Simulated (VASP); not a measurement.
**ZnS (r.bso): single point with PBEsol**

ZnS (r.bso):

```
Zn S
1.0
     3.75865    0.00000    0.00000
    -1.87932    3.25508    0.00000
     0.00000    0.00000    6.17224
Zn S
2 2
Direct
  0.33333 0.66667 0.00150
  0.66667 0.33333 0.50150
  0.33333 0.66667 0.37550
  0.66667 0.33333 0.87550
```

```yaml
Program: VASP 6.6.1
Task: single point
Functional: PBEsol
Potentials_or_basis: VASP PAW PBE potentials, release 64 (Zn, S)
Cutoff: 520 eV
k_mesh: 9 × 9 × 6
Occupations: gaussian, width 0.02 eV
Spin: non-collinear spin, zero start, spin-orbit coupling
Starting_moments: "[[0.0, 0.0, 0.0], [0.0, 0.0, 0.0], [0.0, 0.0, 0.0], [0.0, 0.0, 0.0]] μB"
```

- Pressure: 1.7 GPa
- Net moment: 0.00 μB per cell
- Valence electrons inside the program's atomic spheres: Zn 10.86; S 3.74

Forces on the atoms (eV/Å):
```
Zn   0.000  0.000  0.002
Zn   0.000  0.000  0.002
S    0.000  0.000 -0.002
S    0.000  0.000 -0.002
```

Moments on the atoms (μB; x, y, z):
```
Zn  0.00 0.00 0.00
Zn  0.00 0.00 0.00
S   0.00 0.00 0.00
S   0.00 0.00 0.00
```

Wall time 4.1 min on 1 thread of Intel(R) Xeon(R) 6975P-C (Granite Rapids) (shared host), peak memory 0.55 GiB.

Caveat: the PAW data sets were made with another functional, which shifts forces and pressure a little.
